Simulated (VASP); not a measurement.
## BaLiF3: single point with LDA

The system is BaLiF3.

```
Ba Li F
1.0
     4.04841    0.00000    0.00000
     0.00000    4.04841    0.00000
     0.00000    0.00000    4.10824
Ba Li F
1 1 3
Cartesian
  0.0000 0.0000 0.0000
  2.0242 2.0242 2.0541
  0.0000 2.0242 2.0541
  2.0242 2.0242 0.0000
  2.0242 0.0000 2.0541
```

This cell differs from its parent crystal: strain +0.015 along x and y, +0.030 along z.

* Program: VASP 6.6.1
* Task: single point
* Functional: LDA
* Potentials or basis: VASP PAW LDA potentials, release 64 (Ba_sv, Li_sv, F)
* Cutoff: 520 eV
* k mesh: 6 × 6 × 6
* Occupations: gaussian, width 0.05 eV
* Spin: no spin polarisation

- Band gap on the k mesh: 6.31 eV

Levels at points of the mesh, in eV from the valence-band top:
| k point | band 13 | band 14 | band 15 | band 16 | band 17 | band 18 | band 19 | band 20 | band 21 | band 22 |
| --- | --- | --- | --- | --- | --- | --- | --- | --- | --- | --- |
| (0.00, 0.00, 0.00) | -0.74 | -0.71 | 0.00 | 0.00 | 0.00 | 6.31 | 6.45 | 7.35 | 9.48 | 9.48 |
| (0.50, 0.00, 0.00) | -0.98 | -0.71 | -0.70 | -0.46 | -0.40 | 7.78 | 8.15 | 9.89 | 10.21 | 10.34 |
| (0.50, 0.50, 0.00) | -1.24 | -0.63 | -0.63 | -0.14 | -0.08 | 8.43 | 8.88 | 10.24 | 10.24 | 11.90 |
| (0.00, 0.00, 0.50) | -1.02 | -0.75 | -0.75 | -0.37 | -0.37 | 7.62 | 8.06 | 9.93 | 10.29 | 10.29 |
| (0.50, 0.00, 0.50) | -1.19 | -0.60 | -0.59 | -0.19 | -0.18 | 8.43 | 8.71 | 10.34 | 10.36 | 11.83 |
| (0.50, 0.50, 0.50) | -0.19 | -0.13 | -0.13 | -0.13 | -0.04 | 7.65 | 7.66 | 7.66 | 11.40 | 11.54 |

Wall time 27 s on 1 thread of Intel(R) Xeon(R) 6975P-C (Granite Rapids) (shared host), peak memory 0.19 GiB.

Caveat: the cell differs from its parent crystal (strain +0.015 along x and y, +0.030 along z); spin-orbit coupling is left out, which moves the levels of the heavy elements. A k mesh can miss the band edges.
